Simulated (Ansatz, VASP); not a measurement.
HfN: VASP beside Ansatz

```
Hf N
1.0
     0.00000    2.37243    2.37243
     2.37243    0.00000    2.37243
     2.37243    2.37243    0.00000
Hf N
1 1
Direct
  0.00000 0.00000 0.00000
  0.75000 0.75000 0.75000
```

Change from the starting cell: strain -0.030 along x and y, -0.030 along z, atoms carried along.

Alike in both runs: task single point; functional r2SCAN; k mesh 22 × 22 × 22; occupations gaussian, width 0.15 eV; no spin polarisation.

|  | VASP | Ansatz |
| --- | --- | --- |
| version | VASP 6.6.1 | Ansatz 0.2.0 |
| potentials or method | VASP PAW PBE potentials, release 64 (Hf_pv, N), cutoff 520 eV | scalar-relativistic, plane waves, PAW |
| valence electrons in the cell | 15 | 31 |

Ansatz gave:

| Item | Value |
| --- | --- |
| gap on the k mesh at the Fermi level (eV) | none |
| pressure (GPa) | 22.3 |

Task: What did VASP give for the same quantities?

Result: gap on the k mesh at the Fermi level (eV): none; pressure (GPa): 21.3.

VASP's potentials were made for PBE, not for r2SCAN. A gap of «none» marks a metal or a gap that the smearing closes. VASP's potentials hold 15 valence electrons a cell and Ansatz's 31, so a difference there can come from the potentials and not from the codes.

Spin-orbit coupling is off throughout.
